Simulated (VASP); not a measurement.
# SiO2 (I4_122) in VASP: relaxation of cell and atoms with LDA

Aim: the relaxation of cell and atoms of SiO2 with LDA.

Everything below comes from runs of VASP 6.6.1. Logs are shortened: lines on timing, memory, paths and dates and some standing lists are left out, and cuts for length are marked.

## Step 1: The cell of the first run

Symmetry: I4_122, No. 98, tetragonal system. The conventional cell has a = 5.676 Å, b = 5.676 Å, c = 11.320 Å, α = 90.00°, β = 90.00°, γ = 90.00°. Within 2.2 Å of Si (site symmetry 2) lie 4 O at 1.63 to 1.64 Å. Within 2.2 Å of O (site symmetry 2) lie 2 Si at 1.64 Å. Within 2.2 Å of O (site symmetry 2) lie 2 Si at 1.63 Å.

## Step 2: Relaxation of cell and atoms, LDA

INCAR

```
PREC     = Accurate       # precision mode
ENCUT    = 600            # plane-wave cutoff, eV
EDIFF    = 1E-7           # SCF threshold, eV
ISMEAR   = 0              # smearing method
SIGMA    = 0.02           # smearing width, eV
LREAL    = False          # projectors in reciprocal space
LASPH    = True           # aspherical terms in the spheres
NELM     = 60             # most SCF steps
ALGO     = Normal         # electronic algorithm
ISIF     = 3              # what is computed and relaxed
LWAVE    = False          # write WAVECAR
LCHARG   = False          # write CHGCAR
GGA      = CA             # functional
IBRION   = 2              # ionic algorithm
NSW      = 100            # ionic steps
EDIFFG   = -0.005         # ionic threshold
```

KPOINTS

```
Automatic mesh
0
Gamma
  6 6 6
```

POSCAR

```
SiO2
1.0
   -2.8378980000      2.8378980000      5.6602100000
    2.8378980000     -2.8378980000      5.6602100000
    2.8378980000      2.8378980000     -5.6602100000
Si O
4 8
Direct
    0.3750000000      0.9863820000      0.1113820000
    0.7363820000      0.1250000000      0.1113820000
    0.0136180000      0.6250000000      0.8886180000
    0.8750000000      0.2636180000      0.8886180000
    0.7178770000      0.2821230000      0.0000000000
    0.2821230000      0.7178770000      0.0000000000
    0.8662730000      0.3662730000      0.5000000000
    0.8837270000      0.8837270000      0.0000000000
    0.1162730000      0.1162730000      0.0000000000
    0.0321230000      0.5321230000      0.0642460000
    0.4678770000      0.9678770000      0.9357540000
    0.6337270000      0.1337270000      0.5000000000
```

Potentials or basis: VASP PAW LDA potentials, release 64 (Si, O).

On the command line:

```
cat potpaw_LDA.64/Si/POTCAR potpaw_LDA.64/O/POTCAR > POTCAR
mpirun -np 1 vasp_std > vasp.out
```

OUTCAR:

```text
PREC = Accurate
   ENCUT = 600
   EDIFF = 1E-7
   ISMEAR = 0
   LREAL = False
   LASPH = True
   NELM = 60
   ISIF = 3
   GGA = CA
   IBRION = 2
   NSW = 100
   EDIFFG = -0.005

 ion  position               nearest neighbor table
   1  0.375  0.986  0.111-   9 1.63  12 1.63  11 1.64   6 1.64   2 2.97   3 2.97
   2  0.736  0.125  0.111-   8 1.63   7 1.63   5 1.64  11 1.64   1 2.97   4 2.97
   3  0.014  0.625  0.889-   7 1.63   8 1.63  10 1.64   6 1.64   4 2.97   1 2.97
   4  0.875  0.264  0.889-   9 1.63  12 1.63  10 1.64   5 1.64   2 2.97   3 2.97
   5  0.718  0.282  0.000-   2 1.64   4 1.64
   6  0.282  0.718  0.000-   1 1.64   3 1.64
   7  0.866  0.366  0.500-   2 1.63   3 1.63
   8  0.884  0.884  0.000-   2 1.63   3 1.63
   9  0.116  0.116  0.000-   4 1.63   1 1.63
  10  0.032  0.532  0.064-   3 1.64   4 1.64
  11  0.468  0.968  0.936-   1 1.64   2 1.64
  12  0.634  0.134  0.500-   1 1.63   4 1.63

  LATTYP: Found a body centered tetragonal cell.
 ALAT       =     5.6757960000
 C/A-ratio  =     1.9945079069

  Lattice vectors:

 A1 = (  -2.8378980000,   2.8378980000,   5.6602100000)
 A2 = (   2.8378980000,  -2.8378980000,   5.6602100000)
 A3 = (   2.8378980000,   2.8378980000,  -5.6602100000)

Analysis of symmetry for initial positions (statically):
=====================================================================
 Subroutine PRICEL returns:
 Original cell was already a primitive cell.

 Routine SETGRP: Setting up the symmetry group for a
 body centered tetragonal supercell.

 Subroutine GETGRP returns: Found  8 space group operations
 (whereof  4 operations were pure point group operations)
 out of a pool of 16 trial point group operations.

The static configuration has the point symmetry D_2 .
 The point group associated with its full space group is D_4 .

Analysis of symmetry for dynamics (positions and initial velocities):
=====================================================================
 Subroutine PRICEL returns:
 Original cell was already a primitive cell.

 Routine SETGRP: Setting up the symmetry group for a
 body centered tetragonal supercell.

 Subroutine GETGRP returns: Found  8 space group operations
 (whereof  4 operations were pure point group operations)
 out of a pool of 16 trial point group operations.

The dynamic configuration has the point symmetry D_2 .
 The point group associated with its full space group is D_4 .

 Subroutine INISYM returns: Found  8 space group operations
 (whereof  4 operations are pure point group operations),
 and found     1 'primitive' translations

----------------------------------------------------------------------------------------

                                     Primitive cell

  volume of cell :     182.3417

  direct lattice vectors                    reciprocal lattice vectors
    -2.837898000  2.837898000  5.660210000     0.000000000  0.176186741  0.088335945
     2.837898000 -2.837898000  5.660210000     0.176186741  0.000000000  0.088335945
     2.837898000  2.837898000 -5.660210000     0.176186741  0.176186741  0.000000000

  length of vectors
     6.938681961  6.938681961  6.938681961     0.197091367  0.197091367  0.249165679

  position of ions in fractional coordinates (direct lattice)
     0.375000000  0.986382000  0.111382000
     0.736382000  0.125000000  0.111382000
     0.013618000  0.625000000  0.888618000
     0.875000000  0.263618000  0.888618000
     0.717877000  0.282123000  0.000000000
     0.282123000  0.717877000  0.000000000
     0.866273000  0.366273000  0.500000000
     0.883727000  0.883727000  0.000000000
     0.116273000  0.116273000  0.000000000
     0.032123000  0.532123000  0.064246000
     0.467877000  0.967877000  0.935754000
     0.633727000  0.133727000  0.500000000

  ion indices of the primitive-cell ions
   primitive index   ion index
                 1           1
                 2           2
                 3           3
                 4           4
                 5           5
                 6           6
                 7           7
                 8           8
                 9           9
                10          10
                11          11
                12          12

----------------------------------------------------------------------------------------

 KPOINTS: Automatic mesh

Automatic generation of k-mesh.
 Grid dimensions read from file:
 generate k-points for:    6    6    6

 Generating k-lattice:

  Cartesian coordinates                     Fractional coordinates (reciprocal lattice)
     0.000000000  0.029364457  0.014722658     0.166666667  0.000000000  0.000000000
     0.029364457  0.000000000  0.014722658     0.000000000  0.166666667  0.000000000
     0.029364457  0.029364457  0.000000000     0.000000000  0.000000000  0.166666667

  Length of vectors
     0.032848561  0.032848561  0.041527613

  Shift w.r.t. Gamma in fractional coordinates (k-lattice)
     0.000000000  0.000000000  0.000000000

 Subroutine IBZKPT returns following result:
 ===========================================

 Found     30 irreducible k-points:

 Following reciprocal coordinates:
            Coordinates               Weight
  0.000000  0.000000  0.000000      1.000000
  0.166667 -0.000000  0.000000      8.000000
  0.333333  0.000000 -0.000000      8.000000
  0.500000 -0.000000  0.000000      4.000000
  0.166667  0.166667  0.000000      8.000000
  0.333333  0.166667  0.000000     16.000000
[... 16 lines left out ...]
 -0.333333 -0.333333  0.166667      8.000000
 -0.166667 -0.333333  0.166667      8.000000
 [... further k-points ...]
   k-points           NKPTS =     30   k-points in BZ     NKDIM =     30   number of bands    NBANDS=     39
   number of dos      NEDOS =    301   number of ions     NIONS =     12
   total plane-waves  NPLWV = 175616
   dimension x,y,z NGX =    56 NGY =   56 NGZ =   56
   dimension x,y,z NGXF=   112 NGYF=  112 NGZF=  112
   ions per type =               4   8
   NGX,Y,Z   is equivalent  to a cutoff of  13.42, 13.42, 13.42 a.u.
   NGXF,Y,Z  is equivalent  to a cutoff of  26.83, 26.83, 26.83 a.u.
 SYSTEM =  unknown system
   PREC   = accura    normal or accurate (medium, high low for compatibility)
   ISTART =      0    job   : 0-new  1-cont  2-samecut
   ICHARG =      2    charge: 1-file 2-atom 10-const
   ISPIN  =      1    spin polarized calculation?
   LNONCOLLINEAR =      F non collinear calculations
   LSORBIT =      F    spin-orbit coupling
   LASPH  =      T    aspherical Exc in radial PAW
   ENCUT  =  600.0 eV  44.10 Ry    6.64 a.u.  13.86 13.86 13.86*2*pi/ulx,y,z
   NELM   =     60;   NELMIN=  2; NELMDL= -5     # of ELM steps
   EDIFF  = 0.1E-06   stopping-criterion for ELM
   LREAL  =      F    real-space projection
   EDIFFG = -.5E-02   stopping-criterion for IOM
   NSW    =    100    number of steps for IOM
   IBRION =      2    ionic relax: 0-MD 1-quasi-New 2-CG
   NFREE  =      1    steps in history (QN), initial steepest desc. (CG)
   ISIF   =      3    stress and relaxation
   ISYM   =      2    0-nonsym 1-usesym 2-fastsym
   POTIM  = 0.5000    time-step for ionic-motion
   TEBEG  =    0.0;   TEEND  =   0.0 temperature during run
   PSTRESS=    0.0 pullay stress
   NELECT =      64.0000    total number of electrons
   NUPDOWN=      -1.0000    fix difference up-down
   EMIN   =  10.00;   EMAX   =-10.00  energy-range for DOS
   EFERMI =   0.00;   METHOD = LEGACY
   ISMEAR =     0;   SIGMA  =   0.02  broadening in eV -4-tet -1-fermi 0-gaus
   EFERMI_NEDOS =   21; number of points for ismear=-14 and -15
   IALGO  =     38    algorithm
   IMIX   =      4    mixing-type and parameters
     AMIX     =   0.40;   BMIX     =  1.00
     AMIX_MAG =   1.60;   BMIX_MAG =  1.00
  volume/ion in A,a.u.               =      15.20       102.54
  Fermi-wavevector in a.u.,A,eV,Ry     =   1.154798  2.182252 18.144172  1.333559
  Thomas-Fermi vector in A             =   2.291432
   LORBIT       =      0    0 simple, 1 ext, 2 COOP (PROOUT), +10 PAW based schemes
   GGA     = CA    functional components
   LHFCALC =     F    Hartree Fock is set to
   AEXX    =    0.0000 exact exchange contribution
   IVDW    =     0    specifies the selected vdW correction
   LEPSILON=     F    determine dielectric tensor
   LRPA    =     F    only Hartree local field effects (RPA)
 conjugate gradient relaxation of ions
 non-spin polarized calculation
 Gauss-broadening in eV      SIGMA  =   0.02
  energy-cutoff  :      600.00
  volume of cell :      182.34
 maximum number of plane-waves:      6122
   NGX = 27   NGY = 27   NGZ = 27

--------------------------------------- Ionic step        1  -------------------------------------------

 number of electron      64.0000006 magnetization

 Free energy of the ion-electron system (eV)
  ---------------------------------------------------
  ext. energy  EPLUGINS =         0.00000000
  ---------------------------------------------------
  free energy    TOTEN  =      -102.04315070 eV

  energy without entropy =     -102.04315070  energy(sigma->0) =     -102.04315070

 E-fermi :  -0.0522     XC(G=0):  -8.6574

 val. band max:       -0.1797687210   @ k =   0.0000   0.0000   0.0000
 cond. band min:       4.4836117385   @ k =   0.0000   0.0000   0.0000
 fundamental gap:      4.6633804595
 Fermi energy:        -0.0521581580

 k-point     1 :       0.0000    0.0000    0.0000
  band No.  band energies     occupation
      1     -19.5931      2.00000
      2     -18.2578      2.00000
      3     -18.0258      2.00000
      4     -18.0258      2.00000
      5     -17.7329      2.00000
      6     -17.5951      2.00000
[... 1130 lines left out ...]
  FREE ENERGIE OF THE ION-ELECTRON SYSTEM (eV)
  ---------------------------------------------------
  free  energy   TOTEN  =      -102.1545767779 eV

  energy  without entropy=     -102.1545767779  energy(sigma->0) =     -102.15457678

[... ionic steps 4 to 12 ...]

--------------------------------------- Ionic step       13  -------------------------------------------

 number of electron      64.0000010 magnetization

------------------------ aborting loop because EDIFF is reached ----------------------------------------

  FORCE on cell =-STRESS in cart. coord.  units (eV):
  Direction    XX          YY          ZZ          XY          YZ          ZX
  --------------------------------------------------------------------------------------
  -------------------------------------------------------------------------------------
  Total        0.0976740      0.0976740      0.0284419      0.0000000      0.0000000      0.0000000
  in kB        0.8992696      0.8992696      0.2618605      0.0000000      0.0000000      0.0000000
  external PRESSURE =       0.6867999 kB  Pullay stress =       0.0000000 kB
[... 77 lines left out ...]
  energy  without entropy=     -102.1667455890  energy(sigma->0) =     -102.16674559

--------------------------------------- Ionic step       15  -------------------------------------------

 number of electron      64.0000012 magnetization

 Free energy of the ion-electron system (eV)
  ---------------------------------------------------
  ext. energy  EPLUGINS =         0.00000000
  ---------------------------------------------------
  free energy    TOTEN  =      -102.16691474 eV

  energy without entropy =     -102.16691474  energy(sigma->0) =     -102.16691474

 E-fermi :   0.3492     XC(G=0):  -8.8662

 val. band max:        0.2007016835   @ k =   0.0000   0.0000   0.0000
 cond. band min:       4.9981463773   @ k =   0.0000   0.0000   0.0000
 fundamental gap:      4.7974446938
 Fermi energy:         0.3491675420

 k-point     1 :       0.0000    0.0000    0.0000
  band No.  band energies     occupation
      1     -19.4787      2.00000
      2     -18.0509      2.00000
      3     -17.8406      2.00000
      4     -17.8406      2.00000
      5     -17.5202      2.00000
      6     -17.4015      2.00000
[... 1038 lines left out ...]
  FREE ENERGIE OF THE ION-ELECTRON SYSTEM (eV)
  ---------------------------------------------------
  free  energy   TOTEN  =      -102.1669147355 eV

  energy  without entropy=     -102.1669147355  energy(sigma->0) =     -102.16691474

 reached required accuracy - stopping structural energy minimisation
```

Wall time 34 min (1 thread of Intel Xeon 6975P-C (Granite Rapids), shared host); peak memory 0.47 GiB.

What came out:

- Free energy: -102.1669 eV
- Relaxed volume: 14.50 Å³/atom
- Relaxed cell: a = 6.846 Å, b = 6.846 Å, c = 6.846 Å, α = 131.94°, β = 131.94°, γ = 70.33°
- Space group after relaxing (to 0.1 Å): I4_122 (No. 98)
- Energy gained by relaxing: 10.3 meV/atom
- Ionic steps: 15
- Pressure after relaxing: 0.0 GPa
- Largest force after relaxing: 0.004 eV/Å
- Band gap on the k mesh: 4.80 eV

Forces on the atoms (eV/Å):
```
Si   0.003  0.000  0.000
Si   0.000  0.003  0.000
Si   0.000 -0.003  0.000
Si  -0.003  0.000  0.000
O    0.002 -0.002  0.000
O   -0.002  0.002  0.000
O    0.000  0.000  0.004
O    0.000  0.000 -0.004
O    0.000  0.000  0.004
O    0.002  0.002  0.000
O   -0.002 -0.002  0.000
O    0.000  0.000 -0.004
```

The path:
```tsv
step	energy change (eV)	largest force (eV/Å)	pressure (GPa)	volume (Å³)
1	0.0000	0.5002	-5.61	182.34
2	0.1636	1.2462	9.49	168.66
3	-0.1114	0.1396	-0.31	176.85
4	-0.1114	0.1435	-0.20	176.74
5	-0.1100	0.3592	0.17	175.98
6	-0.1140	0.0788	-0.04	176.40
7	-0.1160	0.0725	-0.09	176.20
8	-0.1205	0.0533	-0.25	175.57
9	-0.1217	0.0744	-0.58	174.34
10	-0.1225	0.0408	-0.44	174.82
11	-0.1232	0.0481	0.22	173.89
12	-0.1233	0.0395	0.03	174.16
13	-0.1236	0.0322	0.07	174.02
14	-0.1236	0.0393	0.07	173.99
15	-0.1238	0.0037	-0.03	174.01
```

Final structure:
```
Si O
1.0
    -2.78795    2.78795    5.59681
     2.78795   -2.78795    5.59681
     2.78795    2.78795   -5.59681
Si O
4 8
Cartesian
  1.9987 -1.3940 6.9960
  -1.3940 1.9987 4.1976
  4.1819 0.7892 -1.3992
  0.7892 4.1819 1.3992
  -1.1973 1.1973 5.5968
  1.1973 -1.1973 5.5968
  0.0000 2.7879 4.0804
  2.7879 2.7879 4.3148
  2.7879 2.7879 -4.3148
  1.5907 -1.1973 2.7984
  3.9852 1.1973 2.7984
  0.0000 2.7879 1.5164
```

Levels at points of the mesh, in eV from the valence-band top:
```csv
k point,band 29,band 30,band 31,band 32,band 33,band 34,band 35,band 36
"(0.00, 0.00, 0.00)",-0.73,-0.73,-0.27,0.00,4.80,7.25,7.43,8.69
"(0.50, 0.00, 0.00)",-0.76,-0.59,-0.50,-0.33,6.61,6.99,7.69,8.38
"(0.50, 0.50, 0.00)",-1.21,-1.19,-0.56,-0.10,6.86,8.08,8.59,8.62
"(0.50, 0.50, 0.50)",-0.85,-0.56,-0.56,-0.56,6.46,6.46,7.78,7.78
```
